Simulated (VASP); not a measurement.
# RbBr (I-4m2) in VASP: notebook, part 2 of 2

VASP 6.6.1. The steps go on from the part before.

### 4 Single point, HSE06 (uniaxial x strain +1.9%)

The input, POSCAR:

```
RbBr
1.0
    0.0000000000      3.8694967701      3.8694967701
    3.9437911081      0.0000000000      3.8694967701
    3.9437911081      3.8694967701      0.0000000000
Rb Br
1 1
Direct
    0.0000000000      0.0000000000      0.0000000000
    0.2500000000      0.2500000000      0.2500000000
```

The input, INCAR.step1:

```
SYSTEM = RbBr
PREC = Accurate
ENCUT = 520
EDIFF = 1E-5
ISMEAR = 0
SIGMA = 0.01
LREAL = .FALSE.
LASPH = .TRUE.
NELM = 100
ALGO = Normal
ISIF = 2
LWAVE = .TRUE.
LCHARG = .FALSE.
NBANDS = 15
GGA = PE
```

The input, INCAR.step2:

```
SYSTEM = RbBr
PREC = Accurate
ENCUT = 520
EDIFF = 1E-6
ISMEAR = 0
SIGMA = 0.01
LREAL = .FALSE.
LASPH = .TRUE.
NELM = 100
ALGO = Normal
ISIF = 2
LWAVE = .FALSE.
LCHARG = .FALSE.
GGA = PE
LHFCALC = .TRUE.
HFSCREEN = 0.2079
PRECFOCK = Normal
NBANDS = 15
ISTART = 1
```

The input, KPOINTS:

```
Automatic mesh
0
G
  4 4 4
  0 0 0
```

Potentials or basis: VASP PAW PBE potentials, release 64 (Rb_sv, Br).

Launch:

```bash
cat potpaw_PBE.64/Rb_sv/POTCAR potpaw_PBE.64/Br/POTCAR > POTCAR
cp INCAR.step1 INCAR
mpirun -np 1 vasp_std > vasp.out
cp INCAR.step2 INCAR
mpirun -np 1 vasp_std > vasp.out
```

OUTCAR:

```text
SYSTEM = RbBr
   PREC = Accurate
   ENCUT = 520
   EDIFF = 1E-6
   ISMEAR = 0
   LREAL = .FALSE.
   LASPH = .TRUE.
   NELM = 100
   ISIF = 2
   GGA = PE
   LHFCALC = .TRUE.
   HFSCREEN = 0.2079
   PRECFOCK = Normal
   ISTART = 1

 ion  position               nearest neighbor table
   1  0.000  0.000  0.000-   2 3.37   2 3.37   2 3.37   2 3.37
   2  0.250  0.250  0.250-   1 3.37   1 3.37   1 3.37   1 3.37

  LATTYP: Found a body centered tetragonal cell.
 ALAT       =     5.4722948118
 C/A-ratio  =     1.4413664628

  Lattice vectors:

 A1 = (   3.9437911081,   0.0000000000,   3.8694967701)
 A2 = (   3.9437911081,   0.0000000000,  -3.8694967701)
 A3 = (  -3.9437911081,   3.8694967701,   0.0000000000)

Analysis of symmetry for initial positions (statically):
=====================================================================
 Subroutine PRICEL returns:
 Original cell was already a primitive cell.

 Routine SETGRP: Setting up the symmetry group for a
 body centered tetragonal supercell.

 Subroutine GETGRP returns: Found  8 space group operations
 (whereof  8 operations were pure point group operations)
 out of a pool of 16 trial point group operations.

The static configuration has the point symmetry D_2d.

Analysis of symmetry for dynamics (positions and initial velocities):
=====================================================================
 Subroutine PRICEL returns:
 Original cell was already a primitive cell.

 Routine SETGRP: Setting up the symmetry group for a
 body centered tetragonal supercell.

 Subroutine GETGRP returns: Found  8 space group operations
 (whereof  8 operations were pure point group operations)
 out of a pool of 16 trial point group operations.

The dynamic configuration has the point symmetry D_2d.

 Subroutine INISYM returns: Found  8 space group operations
 (whereof  8 operations are pure point group operations),
 and found     1 'primitive' translations

----------------------------------------------------------------------------------------

                                     Primitive cell

  volume of cell :     118.1008

  direct lattice vectors                    reciprocal lattice vectors
     0.000000000  3.869496770  3.869496770    -0.126781563  0.129215769  0.129215769
     3.943791108  0.000000000  3.869496770     0.126781563 -0.129215769  0.129215769
     3.943791108  3.869496770  0.000000000     0.126781563  0.129215769 -0.129215769

  length of vectors
     5.472294812  5.525078602  5.525078602     0.222411768  0.222411768  0.222411768

  position of ions in fractional coordinates (direct lattice)
     0.000000000  0.000000000  0.000000000
     0.250000000  0.250000000  0.250000000

  ion indices of the primitive-cell ions
   primitive index   ion index
                 1           1
                 2           2

----------------------------------------------------------------------------------------

 KPOINTS: Automatic mesh

Automatic generation of k-mesh.
 Grid dimensions read from file:
 generate k-points for:    4    4    4

 Generating k-lattice:

  Cartesian coordinates                     Fractional coordinates (reciprocal lattice)
    -0.031695391  0.032303942  0.032303942     0.250000000  0.000000000  0.000000000
[... 37 lines left out ...]
 SYSTEM =  RbBr
   PREC   = accura    normal or accurate (medium, high low for compatibility)
   ISTART =      1    job   : 0-new  1-cont  2-samecut
   ICHARG =      0    charge: 1-file 2-atom 10-const
   ISPIN  =      1    spin polarized calculation?
   LNONCOLLINEAR =      F non collinear calculations
   LSORBIT =      F    spin-orbit coupling
   LASPH  =      T    aspherical Exc in radial PAW
   ENCUT  =  520.0 eV  38.22 Ry    6.18 a.u.  10.17 10.27 10.27*2*pi/ulx,y,z
   NELM   =    100;   NELMIN=  2; NELMDL=  0     # of ELM steps
   EDIFF  = 0.1E-05   stopping-criterion for ELM
   LREAL  =      F    real-space projection
   EDIFFG = 0.1E-04   stopping-criterion for IOM
   NSW    =      0    number of steps for IOM
   IBRION =     -1    ionic relax: 0-MD 1-quasi-New 2-CG
   NFREE  =      0    steps in history (QN), initial steepest desc. (CG)
   ISIF   =      2    stress and relaxation
   ISYM   =      3    0-nonsym 1-usesym 2-fastsym
   POTIM  = 0.5000    time-step for ionic-motion
   TEBEG  =    0.0;   TEEND  =   0.0 temperature during run
   PSTRESS=    0.0 pullay stress
   NELECT =      16.0000    total number of electrons
   NUPDOWN=      -1.0000    fix difference up-down
   EMIN   =  10.00;   EMAX   =-10.00  energy-range for DOS
   EFERMI =   0.00;   METHOD = LEGACY
   ISMEAR =     0;   SIGMA  =   0.01  broadening in eV -4-tet -1-fermi 0-gaus
   EFERMI_NEDOS =   21; number of points for ismear=-14 and -15
   IALGO  =     38    algorithm
   IMIX   =      1    mixing-type and parameters
     AMIX     =   0.40;   BMIX     =  1.00
     AMIX_MAG =   1.60;   BMIX_MAG =  1.00
  volume/ion in A,a.u.               =      59.05       398.49
  Fermi-wavevector in a.u.,A,eV,Ry     =   0.840809  1.588898  9.618765  0.706959
  Thomas-Fermi vector in A             =   1.955251
   LORBIT       =      0    0 simple, 1 ext, 2 COOP (PROOUT), +10 PAW based schemes
   GGA     = PE    functional components
   LHFCALC =     T    Hartree Fock is set to
   PRECFOCK=normal    Normal, Fast or Accurate (Low or Medium for compatibility)
   ENCUT4O =  -1.0   cutoff for four orbital integrals eV
   NKREDX  =     1    reduce k-point grid by
   NKREDY  =     1    reduce k-point grid by
   NKREDZ  =     1    reduce k-point grid by
   AEXX    =    0.2500 exact exchange contribution
   HFSCREEN=    0.2079 screening length (either q_TF or 0.3 A-1)
   HFSCREENC=   0.2079 screening length for correlation (either q_TF or 0.3 A-1)
   ENCUTFOCK=  -1.0 apply spherical cutoff to Coloumb kernel
   IVDW    =     0    specifies the selected vdW correction
   LEPSILON=     F    determine dielectric tensor
   LRPA    =     F    only Hartree local field effects (RPA)
 non-spin polarized calculation
 Gauss-broadening in eV      SIGMA  =   0.01
  energy-cutoff  :      520.00
  volume of cell :      118.10
 maximum number of plane-waves:      3210
 NGX is ok and might be reduce to    42
  NGX = 32; NGY = 32; NGZ = 32

 number of electron      16.0000000 magnetization

 Free energy of the ion-electron system (eV)
  ---------------------------------------------------
  ext. energy  EPLUGINS =         0.00000000
  ---------------------------------------------------
  free energy    TOTEN  =        -6.87513786 eV

  energy without entropy =       -6.87513786  energy(sigma->0) =       -6.87513786

 E-fermi :  -3.9138     XC(G=0):  -4.8040

 val. band max:       -3.9724450811   @ k =   0.0000   0.5000   0.5000
 cond. band min:       1.1670850173   @ k =   0.0000   0.0000   0.0000
 fundamental gap:      5.1395300985
 Fermi energy:        -3.9137517592

 k-point     1 :       0.0000    0.0000    0.0000
  band No.  band energies     occupation
      1     -30.2939      2.00000
      2     -16.8410      2.00000
      3     -13.2360      2.00000
      4     -13.2360      2.00000
      5     -13.2340      2.00000
      6      -4.0625      2.00000
      7      -4.0561      2.00000
      8      -4.0561      2.00000
      9       1.1671      0.00000
     10       5.3923      0.00000
     11       5.5269      0.00000
     12       6.2974      0.00000
     13       6.4006      0.00000
     14       6.4006      0.00000
[... 203 lines left out ...]
      2     -16.8977      2.00000
      3     -13.2652      2.00000
      4     -13.2652      2.00000
      5     -13.1391      2.00000
      6      -4.3623      2.00000
      7      -3.9724      2.00000
      8      -3.9724      2.00000
      9       2.9899      0.00000
     10       3.8525      0.00000
     11       5.5958      0.00000
     12       6.1810      0.00000
     13       6.3415      0.00000
     14       6.3415      0.00000
     15       6.9074      0.00000

------------------------ aborting loop because EDIFF is reached ----------------------------------------

  FORCE on cell =-STRESS in cart. coord.  units (eV):
  Direction    XX          YY          ZZ          XY          YZ          ZX
  --------------------------------------------------------------------------------------
  -------------------------------------------------------------------------------------
  Total       -0.0698886     -0.0560804     -0.0560804      0.0000000      0.0000000      0.0000000
  in kB       -0.9481209     -0.7607974     -0.7607974      0.0000000      0.0000000      0.0000000
  external PRESSURE =      -0.8232386 kB  Pullay stress =       0.0000000 kB

 VOLUME and BASIS-vectors are now :
 -----------------------------------------------------------------------------
  energy-cutoff  :      520.00
  volume of cell :      118.10
      direct lattice vectors                 reciprocal lattice vectors
     0.000000000  3.869496770  3.869496770    -0.126781563  0.129215769  0.129215769
     3.943791108  0.000000000  3.869496770     0.126781563 -0.129215769  0.129215769
     3.943791108  3.869496770  0.000000000     0.126781563  0.129215769 -0.129215769

 POSITION                                       TOTAL-FORCE (eV/Angst)
 -----------------------------------------------------------------------------------
      0.00000      0.00000      0.00000         0.000000      0.000000      0.000000
      1.97190      1.93475      1.93475        -0.000000     -0.000000     -0.000000
 -----------------------------------------------------------------------------------
    total drift:                               -0.000000     -0.000002      0.000001

  FREE ENERGIE OF THE ION-ELECTRON SYSTEM (eV)
  ---------------------------------------------------
  free  energy   TOTEN  =        -6.8751378608 eV

  energy  without entropy=       -6.8751378608  energy(sigma->0) =       -6.87513786
```

Run time: 24 min. Hardware: 1 thread of Intel Xeon 8259CL, shared host; peak memory 0.39 GiB.

Results:

| Item | Value |
| --- | --- |
| Free energy | -6.8751 eV |
| Pressure | -0.1 GPa |
| Band gap on the k mesh | 5.14 eV (least direct gap 5.22 eV) |

Caveat: the cell differs from its parent crystal (uniaxial x strain +1.9%); the PAW data sets were made with another functional, which shifts forces and pressure a little.

### 5 Overview

```tsv
level	k mesh	smearing	grid for exact exchange (PRECFOCK)	share of exact exchange	screening parameter	gap on the mesh (eV)	pressure (GPa)
PBE	6 × 6 × 6	fermi-dirac 0.02 eV	-	-	-	4.04	0.0
r2SCAN	6 × 6 × 6	gaussian 0.01 eV	-	-	-	4.62	-0.2
HSE06	4 × 4 × 4	gaussian 0.01 eV	Normal	0.25	0.2079 1/Å	5.14	-0.1
```

Alike in all rows: task single point; potentials or basis VASP PAW PBE potentials, release 64 (Rb_sv, Br); no spin polarisation; cell as given; cutoff (eV) 520.

Caveats: the PAW data sets were made with another functional, which shifts forces and pressure a little (at least some runs).

Total energies depend on the potentials used, so only differences within one code and one set of settings carry meaning.
